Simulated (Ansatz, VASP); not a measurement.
# Two plane-wave programs on C

```xyz
4
Lattice="1.2434 0.7179 8.3511 -1.2434 0.7179 8.3511 0.0000 -1.4357 8.3511" Properties=species:S:1:pos:R:3 pbc="T T T"
C     0.0000    0.0000   22.8693
C     0.0000    0.0000    6.1669
C     0.0000    0.0000   18.8864
C     0.0000    0.0000    2.1839
```

Alike in both runs: task single point; functional r2SCAN; k mesh 11 × 11 × 11; occupations fermi-dirac, width 0.1 eV; no spin polarisation.

|  | VASP | Ansatz |
| --- | --- | --- |
| version | VASP 6.6.1 | Ansatz 0.2.0 |
| potentials or method | VASP PAW PBE potentials, release 64 (C), cutoff 520 eV | plane waves, PAW |
| valence electrons in the cell | 16 | 16 |

|  | VASP | Ansatz | Ansatz less VASP |
| --- | --- | --- | --- |
| pressure (GPa) | -7.8 | -8.3 | -0.54 |
| traceless stress, the component that is largest in VASP (GPa) | 7.11 | 7.73 | +0.621 |

VASP's potentials were made for PBE, not for r2SCAN. Ansatz's warnings: structure snapped to symmetry.
